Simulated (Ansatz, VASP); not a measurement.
Al: VASP beside Ansatz

```
Al
1.0
     3.41270    0.00000    0.00000
    -1.70635    2.95548    0.00000
     0.00000    0.00000    2.04712
Al
3
Direct
  0.00000 0.00000 0.00000
  0.33333 0.66667 0.50000
  0.66667 0.33333 0.50000
```

Change from the starting cell: volume scaled by 0.4, LAPW.

Alike in both runs: task single point; functional PBE; k mesh 8 × 8 × 11; occupations fermi-dirac, width 0.08 eV; no spin polarisation.

|  | VASP | Ansatz |
| --- | --- | --- |
| version | VASP 6.6.1 | Ansatz 0.2.0 |
| potentials or method | VASP PAW PBE potentials, release 64 (Al), cutoff 520 eV | all-electron LAPW, scalar-relativistic |

Ansatz gave:

| Property | Result |
| --- | --- |
| pressure (GPa) | 400.9 |
| traceless stress, the component that is largest in VASP (GPa) | 0.14 |

Q: Which values does VASP return?

A: Pressure (GPa): 405.2; traceless stress, the component that is largest in VASP (GPa): 0.00.

Both programs put the cell under a high pressure, so it lies far from rest at this level. Ansatz ran all-electron here, and VASP with PAW potentials.

Noted on VASP's run: the cell as given lies far from equilibrium.
